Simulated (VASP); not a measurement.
Here is a VASP 6.6.1 calculation.

Contents of POSCAR:

```
GaBSb2
1.0
    4.0725412184      0.0000000000      0.0000000000
    0.0000000000      4.0725412184      0.0000000000
    0.0000000000      0.0000000000      5.9141367592
B Sb Ga
1 2 1
Direct
    0.0000000000      0.0000000000      0.0000000000
    0.0000000000      0.5000000000      0.2172915758
    0.5000000000      0.0000000000      0.7827084242
    0.5000000000      0.5000000000      0.5000000000
```

INCAR.step1

```
SYSTEM = GaBSb2
ALGO = Normal
EDIFF = 1E-5
ENCUT = 620
GGA = PE
GGA_COMPAT = .False.
ISMEAR = -1
LASPH = .True.
LCHARG = .False.
LREAL = .False.
LWAVE = .True.
NBANDS = 31
NELM = 120
PREC = Accurate
SIGMA = 0.02
```

The input INCAR.step2:

```
SYSTEM = GaBSb2
ALGO = Normal
EDIFF = 1E-6
ENCUT = 620
GGA_COMPAT = .False.
ISIF = 2
ISMEAR = -1
ISTART = 1
LASPH = .True.
LCHARG = .False.
LMIXTAU = .True.
LREAL = .False.
LWAVE = .False.
METAGGA = R2SCAN
NBANDS = 31
NELM = 120
PREC = Accurate
SIGMA = 0.02
```

File KPOINTS:

```
k-points
0
Gamma
  6 6 4
  0 0 0
```

Potentials or basis: VASP PAW PBE potentials, release 64 (B, Sb_d_GW, Ga_d).

Run with:

```sh
$ cat potpaw_PBE.64/B/POTCAR potpaw_PBE.64/Sb_d_GW/POTCAR potpaw_PBE.64/Ga_d/POTCAR > POTCAR
$ cp INCAR.step1 INCAR
$ mpirun -np 1 vasp_std > vasp.out
$ cp INCAR.step2 INCAR
$ mpirun -np 1 vasp_std > vasp.out
```

**Question.** What does it give for the band gap on the k mesh?

**Answer.** Zero (filled and empty bands touch).

**Question.** Estimate the largest force.

**Answer.** 0.044 eV/Å.

**Question.** Estimate the pressure.

**Answer.** -3.7 GPa.

Stress tensor (GPa, compression positive):
```
-3.58  0.00  0.00
 0.00 -3.58  0.00
 0.00  0.00 -3.87
```

Caveat: the cell stands under tension; semilocal functionals underestimate gaps, and a narrow one can read as zero; the PAW data sets were made with another functional, which shifts forces and pressure a little; spin-orbit coupling is left out, which moves the levels of the heavy elements.
